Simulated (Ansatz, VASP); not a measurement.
**SiC2: VASP beside Ansatz**

```
Si C
1.0
    -1.47344    1.47344    6.27141
     1.47344   -1.47344    6.27141
     1.47344    1.47344   -6.27141
Si C
2 4
Direct
  0.00000 0.00000 0.00000
  0.75000 0.25000 0.50000
  0.65970 0.65970 0.00000
  0.34030 0.34030 0.00000
  0.40970 0.90970 0.50000
  0.09030 0.59030 0.50000
```

Alike in both runs: functional PBE; k mesh 8 × 8 × 8; occupations gaussian, width 0.1 eV; no spin polarisation.

Ansatz relaxed the structure, and its values are those at the end. VASP's run is a single point on that final structure, the one shown.

```csv
,VASP,Ansatz
version,VASP 6.6.1,Ansatz 0.2.0
potentials or method,"VASP PAW PBE potentials, release 64 (Si, C), cutoff 520 eV","scalar-relativistic, plane waves, PAW"
valence electrons in the cell,24,24
```

|  | VASP | Ansatz | Ansatz less VASP |
| --- | --- | --- | --- |
| gap on the k mesh at the Fermi level (eV) | 0.89 | 0.89 | -0.006 |
| least direct gap on the mesh (eV) | 0.89 | 0.89 | -0.006 |
| pressure (GPa) | -0.4 | -0.3 | +0.03 |
| rms of the force components (eV/Å) | 0.004 | 0.001 | -0.0033 |

The functional is the same, so the differences come from potentials, cutoffs and numerics.
